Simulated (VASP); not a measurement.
A run of VASP 6.6.1:

The input INCAR:

```
ALGO = Normal
EDIFF = 1E-7
EDIFFG = -0.001
ENCUT = 600
GGA = PS
IBRION = 2
ISIF = 3
ISMEAR = -1
LASPH = T
LCHARG = F
LREAL = F
LWAVE = F
NELM = 100
NSW = 80
PREC = Accurate
SIGMA = 0.15
```

File KPOINTS:

```
k-points
0
Gamma
  12 12 12
```

Contents of POSCAR:

```
CdAu
1.0
    3.3175605020      0.0000000000      0.0000000000
    0.0000000000      3.3175605020      0.0000000000
    0.0000000000      0.0000000000      3.3175605020
Cd Au
1 1
Direct
    0.5000000000      0.5000000000      0.5000000000
    0.0000000000      0.0000000000      0.0000000000
```

Potentials or basis: VASP PAW PBE potentials, release 64 (Cd, Au).

Command:

```sh
$ cat potpaw_PBE.64/Cd/POTCAR potpaw_PBE.64/Au/POTCAR > POTCAR
$ mpirun -np 1 vasp_std > vasp.out
```

Hardware: 1 thread of Intel(R) Xeon(R) 6975P-C (Granite Rapids), on a shared host.

Problem. How long does it take, and how much memory?

Solution. Run time: 39 s on 1 thread of Intel(R) Xeon(R) 6975P-C (Granite Rapids) (shared host), peak memory 0.21 GiB. Counts: scf iterations 28, k points 84, ion steps 3.
